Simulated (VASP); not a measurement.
Input of a VASP 6.6.1 run:

The input INCAR:

```
SYSTEM = BeZn5Se6
PREC = Accurate
ENCUT = 520
EDIFF = 1E-6
ISMEAR = 0
SIGMA = 0.02
LREAL = .False.
LASPH = .True.
NELM = 80
ALGO = Normal
ISIF = 2
LWAVE = .False.
LCHARG = .False.
GGA = PE
NBANDS = 61
```

Contents of KPOINTS:

```
Automatic mesh
0
Gamma
  6 6 4
  0 0 0
```

POSCAR

```
BeZn5Se6
1.0
    6.8903925806      0.0000000000      0.0000000000
   -3.4451962903      5.9672550168      0.0000000000
    0.0000000000      0.0000000000      6.5393409000
Be Zn Se
1 5 6
Direct
    0.0000000000      0.0000000000      0.0030050000
    0.6666666667      0.3333333333      0.0051130000
    0.3333333333      0.6666666667      0.0051130000
    0.0000000000      0.3250530000      0.5065730000
    0.6749470000      0.6749470000      0.5065730000
    0.3250530000      0.0000000000      0.5065730000
    0.6666666667      0.3333333333      0.3842740000
    0.3333333333      0.6666666667      0.3842740000
    0.0000000000      0.0000000000      0.3503080000
    0.0000000000      0.3101300000      0.8860650000
    0.6898700000      0.6898700000      0.8860650000
    0.3101300000      0.0000000000      0.8860650000
```

Potentials or basis: VASP PAW PBE potentials, release 64 (Be, Zn, Se).

Command:

```console
$ cat potpaw_PBE.64/Be/POTCAR potpaw_PBE.64/Zn/POTCAR potpaw_PBE.64/Se/POTCAR > POTCAR
$ mpirun -np 1 vasp_std > vasp.out
```

(1) What does it give for the band gap on the k mesh?

(2) What does it give for the largest force?

(3) What does it give for the pressure?

Answers

(1) 1.55 eV.

(2) 0.019 eV/Å.

(3) 0.2 GPa.
